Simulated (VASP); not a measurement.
# SiNi (Pnma) in VASP: single point with r2SCAN

Aim: the single point of SiNi with r2SCAN.

Everything below comes from runs of VASP 6.6.1. Logs are shortened: lines on timing, memory, paths and dates and some standing lists are left out, and cuts for length are marked.

## Step 1: The cell of the first run

The structure is orthorhombic, space group Pnma (No. 62). Conventional cell: a = 4.992 Å, b = 3.306 Å, c = 5.422 Å, α = 90.00°, β = 90.00°, γ = 90.00°. Within 3.0 Å of Si (site symmetry m) lie 6 Ni at 2.23 to 2.34 Å and 2 Si at 2.59 Å. Within 3.0 Å of Ni (site symmetry m) lie 6 Si at 2.23 to 2.34 Å and 4 Ni at 2.59 to 2.61 Å.

## Step 2: Single point, r2SCAN (volume scaled by 0.94, then relaxed in part)

Contents of POSCAR:

```
SiNi
1.0
    4.9919767884      0.0000000000      0.0000000000
    0.0000000000      3.3062691479      0.0000000000
    0.0000000000      0.0000000000      5.4216024835
Si Ni
4 4
Direct
    0.3244291826      0.7500000000      0.0867824272
    0.1755708174      0.2500000000      0.5867824272
    0.8244291826      0.7500000000      0.4132175728
    0.6755708174      0.2500000000      0.9132175728
    0.0103781653      0.2500000000      0.1859435667
    0.4896218347      0.7500000000      0.6859435667
    0.5103781653      0.2500000000      0.3140564333
    0.9896218347      0.7500000000      0.8140564333
```

Contents of INCAR.step1:

```
PREC = Accurate
ENCUT = 520
ISMEAR = 0
SIGMA = 0.1
LREAL = F
LASPH = T
NELM = 80
NBANDS = 38
GGA = PE
ALGO = Normal
EDIFF = 1E-4
LWAVE = T
LCHARG = F
```

Contents of INCAR.step2:

```
PREC = Accurate
ENCUT = 520
EDIFF = 1E-7
ISMEAR = 0
SIGMA = 0.1
LREAL = F
LASPH = T
NELM = 80
ALGO = Normal
ISIF = 2
LWAVE = F
LCHARG = F
METAGGA = R2SCAN
LMIXTAU = T
NBANDS = 38
ISTART = 1
```

Contents of KPOINTS:

```
regular mesh
0
Gamma
  8 10 6
```

Potentials or basis: VASP PAW PBE potentials, release 64 (Si, Ni).

Started as:

```console
cat potpaw_PBE.64/Si/POTCAR potpaw_PBE.64/Ni/POTCAR > POTCAR
cp INCAR.step1 INCAR
mpirun -np 1 vasp_std > vasp.out
cp INCAR.step2 INCAR
mpirun -np 1 vasp_std > vasp.out
```

OUTCAR:

```text
PREC = Accurate
   ENCUT = 520
   EDIFF = 1E-7
   ISMEAR = 0
   LREAL = F
   LASPH = T
   NELM = 80
   ISIF = 2
   METAGGA = R2SCAN
   ISTART = 1

 ion  position               nearest neighbor table
   1  0.324  0.750  0.087-   8 2.23   7 2.26   7 2.26   6 2.32   5 2.34   5 2.34   4 2.59   4 2.59
                             3 3.06   3 3.06
   2  0.176  0.250  0.587-   7 2.23   8 2.26   8 2.26   5 2.32   6 2.34   6 2.34   3 2.59   3 2.59
                             4 3.06   4 3.06
   3  0.824  0.750  0.413-   6 2.23   5 2.26   5 2.26   8 2.32   7 2.34   7 2.34   2 2.59   2 2.59
                             1 3.06   1 3.06
   4  0.676  0.250  0.913-   5 2.23   6 2.26   6 2.26   7 2.32   8 2.34   8 2.34   1 2.59   1 2.59
                             2 3.06   2 3.06
   5  0.010  0.250  0.186-   4 2.23   3 2.26   3 2.26   2 2.32   1 2.34   1 2.34   7 2.59   7 2.59
                             8 2.61   8 2.61
   6  0.490  0.750  0.686-   3 2.23   4 2.26   4 2.26   1 2.32   2 2.34   2 2.34   8 2.59   8 2.59
                             7 2.61   7 2.61
   7  0.510  0.250  0.314-   2 2.23   1 2.26   1 2.26   4 2.32   3 2.34   3 2.34   5 2.59   5 2.59
                             6 2.61   6 2.61
   8  0.990  0.750  0.814-   1 2.23   2 2.26   2 2.26   3 2.32   4 2.34   4 2.34   6 2.59   6 2.59
                             5 2.61   5 2.61

  LATTYP: Found a simple orthorhombic cell.
 ALAT       =     3.3062691479
 B/A-ratio  =     1.5098519101
 C/A-ratio  =     1.6397946571

  Lattice vectors:

 A1 = (   0.0000000000,  -3.3062691479,   0.0000000000)
 A2 = (   4.9919767884,   0.0000000000,   0.0000000000)
 A3 = (   0.0000000000,   0.0000000000,   5.4216024835)

Analysis of symmetry for initial positions (statically):
=====================================================================
 Subroutine PRICEL returns:
 Original cell was already a primitive cell.

 Routine SETGRP: Setting up the symmetry group for a
 simple orthorhombic supercell.

 Subroutine GETGRP returns: Found  8 space group operations
 (whereof  2 operations were pure point group operations)
 out of a pool of  8 trial point group operations.

The static configuration has the point symmetry S_2 .
 The point group associated with its full space group is D_2h.

Analysis of symmetry for dynamics (positions and initial velocities):
=====================================================================
 Subroutine PRICEL returns:
 Original cell was already a primitive cell.

 Routine SETGRP: Setting up the symmetry group for a
 simple orthorhombic supercell.

 Subroutine GETGRP returns: Found  8 space group operations
 (whereof  2 operations were pure point group operations)
 out of a pool of  8 trial point group operations.

The dynamic configuration has the point symmetry S_2 .
 The point group associated with its full space group is D_2h.

 Subroutine INISYM returns: Found  8 space group operations
 (whereof  2 operations are pure point group operations),
 and found     1 'primitive' translations

----------------------------------------------------------------------------------------

                                     Primitive cell

  volume of cell :      89.4826

  direct lattice vectors                    reciprocal lattice vectors
     4.991976788  0.000000000  0.000000000     0.200321444  0.000000000  0.000000000
     0.000000000  3.306269148  0.000000000     0.000000000  0.302455715  0.000000000
     0.000000000  0.000000000  5.421602484     0.000000000  0.000000000  0.184447311

  length of vectors
     4.991976788  3.306269148  5.421602484     0.200321444  0.302455715  0.184447311

  position of ions in fractional coordinates (direct lattice)
     0.324429183  0.750000000  0.086782427
     0.175570817  0.250000000  0.586782427
     0.824429183  0.750000000  0.413217573
     0.675570817  0.250000000  0.913217573
     0.010378165  0.250000000  0.185943567
     0.489621835  0.750000000  0.685943567
     0.510378165  0.250000000  0.314056433
     0.989621835  0.750000000  0.814056433

  ion indices of the primitive-cell ions
   primitive index   ion index
                 1           1
                 2           2
                 3           3
                 4           4
                 5           5
                 6           6
                 7           7
                 8           8

----------------------------------------------------------------------------------------

 KPOINTS: regular mesh

Automatic generation of k-mesh.
 Grid dimensions read from file:
 generate k-points for:    8   10    6

 Generating k-lattice:

  Cartesian coordinates                     Fractional coordinates (reciprocal lattice)
     0.025040181  0.000000000  0.000000000     0.125000000  0.000000000  0.000000000
     0.000000000  0.030245572  0.000000000     0.000000000  0.100000000  0.000000000
     0.000000000  0.000000000  0.030741219     0.000000000  0.000000000  0.166666667

  Length of vectors
     0.025040181  0.030245572  0.030741219

  Shift w.r.t. Gamma in fractional coordinates (k-lattice)
     0.000000000  0.000000000  0.000000000

 Subroutine IBZKPT returns following result:
 ===========================================

 Found    120 irreducible k-points:

 Following reciprocal coordinates:
            Coordinates               Weight
  0.000000  0.000000  0.000000      1.000000
  0.125000  0.000000  0.000000      2.000000
  0.250000  0.000000  0.000000      2.000000
  0.375000  0.000000  0.000000      2.000000
  0.500000  0.000000  0.000000      1.000000
  0.000000  0.100000  0.000000      2.000000
[... 16 lines left out ...]
  0.250000  0.400000  0.000000      4.000000
  0.375000  0.400000  0.000000      4.000000
 [... further k-points ...]
   k-points           NKPTS =    120   k-points in BZ     NKDIM =    120   number of bands    NBANDS=     38
   number of dos      NEDOS =    301   number of ions     NIONS =      8
   total plane-waves  NPLWV =  44800
   dimension x,y,z NGX =    40 NGY =   28 NGZ =   40
   dimension x,y,z NGXF=    80 NGYF=   56 NGZF=   80
   ions per type =               4   4
   NGX,Y,Z   is equivalent  to a cutoff of  13.32, 14.08, 12.27 a.u.
   NGXF,Y,Z  is equivalent  to a cutoff of  26.64, 28.16, 24.53 a.u.
 SYSTEM =  unknown system
   PREC   = accura    normal or accurate (medium, high low for compatibility)
   ISTART =      1    job   : 0-new  1-cont  2-samecut
   ICHARG =      0    charge: 1-file 2-atom 10-const
   ISPIN  =      1    spin polarized calculation?
   LNONCOLLINEAR =      F non collinear calculations
   LSORBIT =      F    spin-orbit coupling
   LASPH  =      T    aspherical Exc in radial PAW
   ENCUT  =  520.0 eV  38.22 Ry    6.18 a.u.   9.28  6.15 10.08*2*pi/ulx,y,z
   NELM   =     80;   NELMIN=  2; NELMDL=  0     # of ELM steps
   EDIFF  = 0.1E-06   stopping-criterion for ELM
   LREAL  =      F    real-space projection
   EDIFFG = 0.1E-05   stopping-criterion for IOM
   NSW    =      0    number of steps for IOM
   IBRION =     -1    ionic relax: 0-MD 1-quasi-New 2-CG
   NFREE  =      0    steps in history (QN), initial steepest desc. (CG)
   ISIF   =      2    stress and relaxation
   ISYM   =      2    0-nonsym 1-usesym 2-fastsym
   POTIM  = 0.5000    time-step for ionic-motion
   TEBEG  =    0.0;   TEEND  =   0.0 temperature during run
   PSTRESS=    0.0 pullay stress
   NELECT =      56.0000    total number of electrons
   NUPDOWN=      -1.0000    fix difference up-down
   EMIN   =  10.00;   EMAX   =-10.00  energy-range for DOS
   EFERMI =   0.00;   METHOD = LEGACY
   ISMEAR =     0;   SIGMA  =   0.10  broadening in eV -4-tet -1-fermi 0-gaus
   EFERMI_NEDOS =   21; number of points for ismear=-14 and -15
   IALGO  =     38    algorithm
   IMIX   =      4    mixing-type and parameters
     AMIX     =   0.40;   BMIX     =  1.00
     AMIX_MAG =   1.60;   BMIX_MAG =  1.00
  volume/ion in A,a.u.               =      11.19        75.48
  Fermi-wavevector in a.u.,A,eV,Ry     =   1.400312  2.646205 26.679292  1.960873
  Thomas-Fermi vector in A             =   2.523285
   LORBIT       =      0    0 simple, 1 ext, 2 COOP (PROOUT), +10 PAW based schemes
   METAGGA = R2SCAN    functional components
   LHFCALC =     F    Hartree Fock is set to
   AEXX    =    0.0000 exact exchange contribution
   IVDW    =     0    specifies the selected vdW correction
   LEPSILON=     F    determine dielectric tensor
   LRPA    =     F    only Hartree local field effects (RPA)
 non-spin polarized calculation
 Gauss-broadening in eV      SIGMA  =   0.10
  energy-cutoff  :      520.00
  volume of cell :       89.48
 maximum number of plane-waves:      2456
 NGX is ok and might be reduce to    40
   NGX = 19   NGY = 13   NGZ = 21

 number of electron      55.9999992 magnetization

 Free energy of the ion-electron system (eV)
  ---------------------------------------------------
  ext. energy  EPLUGINS =         0.00000000
  ---------------------------------------------------
  free energy    TOTEN  =       -86.48109323 eV

  energy without entropy =      -86.47379311  energy(sigma->0) =      -86.47744317

 E-fermi :  11.5419     XC(G=0): -13.5474

 val. band max:       11.5131499747   @ k =   0.2500   0.4000   0.1667
 cond. band min:      11.5445464397   @ k =   0.1250   0.0000   0.3333
 fundamental gap:      0.0313964650
 Fermi energy:        11.5418638702

 k-point     1 :       0.0000    0.0000    0.0000
  band No.  band energies     occupation
      1      -2.8497      2.00000
      2       0.9581      2.00000
      3       2.2790      2.00000
      4       3.1294      2.00000
      5       4.2644      2.00000
      6       4.8528      2.00000
[... 30 lines left out ...]
     37      18.5141      0.00000
     38      18.7043      0.00000

 k-point     2 :       0.1250    0.0000    0.0000
  band No.  band energies     occupation
      1      -2.7548      2.00000
      2       0.7554      2.00000
      3       2.3526      2.00000
      4       2.7511      2.00000
      5       4.7112      2.00000
      6       4.9054      2.00000
[... 30 lines left out ...]
     37      18.6032      0.00000
     38      18.8680      0.00000
[... 859 lines left out ...]
     37      17.5509      0.00000
     38      18.8681      0.00000

 k-point    24 :       0.3750    0.4000    0.0000
  band No.  band energies     occupation
      1       0.1114      2.00000
      2       1.2986      2.00000
      3       2.3566      2.00000
      4       3.0589      2.00000
      5       4.8504      2.00000
      6       5.1700      2.00000
[... 30 lines left out ...]
     37      18.2177      0.00000
     38      18.9013      0.00000

 [... further k-points ...]
[... 5 lines left out ...]
  --------------------------------------------------------------------------------------
  -------------------------------------------------------------------------------------
  Total        7.1497837      7.0355489      7.1515386      0.0000000      0.0000000      0.0000000
  in kB      128.0162357    125.9708712    128.0476569      0.0000000      0.0000000      0.0000000
  external PRESSURE =     127.3449213 kB  Pullay stress =       0.0000000 kB

 VOLUME and BASIS-vectors are now :
 -----------------------------------------------------------------------------
  energy-cutoff  :      520.00
  volume of cell :       89.48
      direct lattice vectors                 reciprocal lattice vectors
     4.991976788  0.000000000  0.000000000     0.200321444  0.000000000  0.000000000
     0.000000000  3.306269148  0.000000000     0.000000000  0.302455715  0.000000000
     0.000000000  0.000000000  5.421602484     0.000000000  0.000000000  0.184447311

 POSITION                                       TOTAL-FORCE (eV/Angst)
 -----------------------------------------------------------------------------------
      1.61954      2.47970      0.47050        -0.013083     -0.000000     -0.003629
      0.87645      0.82657      3.18130         0.013083      0.000000     -0.003629
      4.11553      2.47970      2.24030        -0.013083      0.000000      0.003629
      3.37243      0.82657      4.95110         0.013083      0.000000      0.003629
      0.05181      0.82657      1.00811         0.020438     -0.000000      0.002151
      2.44418      2.47970      3.71891        -0.020438      0.000000      0.002151
      2.54780      0.82657      1.70269         0.020438      0.000000     -0.002151
      4.94017      2.47970      4.41349        -0.020438     -0.000000     -0.002151
 -----------------------------------------------------------------------------------
    total drift:                               -0.000000      0.000000     -0.000000

  FREE ENERGIE OF THE ION-ELECTRON SYSTEM (eV)
  ---------------------------------------------------
  free  energy   TOTEN  =       -86.4810932312 eV

  energy  without entropy=      -86.4737931091  energy(sigma->0) =      -86.47744317
```

Run time: 9 min. Hardware: 1 thread of Intel Xeon 6975P-C (Granite Rapids), shared host; peak memory 0.42 GiB.

Results:

* Free energy: -86.4811 eV
* Pressure: 12.7 GPa
* Largest force: 0.021 eV/Å
* Band gap on the k mesh: zero (band 28 reaches 12.74 eV, above the bottom of band 29 at 10.75 eV)

Forces on the atoms (eV/Å):
```
Si  -0.013  0.000 -0.004
Si   0.013  0.000 -0.004
Si  -0.013  0.000  0.004
Si   0.013  0.000  0.004
Ni   0.020  0.000  0.002
Ni  -0.020  0.000  0.002
Ni   0.020  0.000 -0.002
Ni  -0.020  0.000 -0.002
```

Stress tensor (GPa, compression positive):
```
12.80  0.00  0.00
 0.00 12.60  0.00
 0.00  0.00 12.80
```

Levels at points of the mesh, in eV from the Fermi level:
| k point | band 26 | band 27 | band 28 | band 29 | band 30 | band 31 |
| --- | --- | --- | --- | --- | --- | --- |
| (0.00, 0.00, 0.00) | -1.56 | -1.25 | -1.04 | 0.71 | 1.71 | 3.48 |
| (0.50, 0.00, 0.00) | -2.11 | 0.97 | 0.97 | 1.27 | 1.27 | 4.30 |
| (0.00, 0.50, 0.00) | -2.28 | -1.61 | -1.61 | -0.62 | -0.62 | 2.30 |
| (0.50, 0.50, 0.00) | -1.98 | -1.98 | -1.98 | 0.68 | 0.68 | 0.68 |
| (0.00, 0.00, 0.50) | -1.59 | -0.20 | -0.20 | 0.87 | 0.87 | 3.86 |
| (0.50, 0.00, 0.50) | -1.07 | 0.92 | 0.92 | 2.46 | 2.46 | 2.83 |
| (0.00, 0.50, 0.50) | -2.34 | -1.91 | -1.91 | 0.17 | 0.17 | 1.75 |
| (0.50, 0.50, 0.50) | -2.21 | -2.21 | -2.21 | 2.96 | 2.96 | 2.96 |

Caveat: the PAW data sets were made with another functional, which shifts forces and pressure a little. Spin polarisation is off, so any magnetic state and its effect on volume and gap are missing.
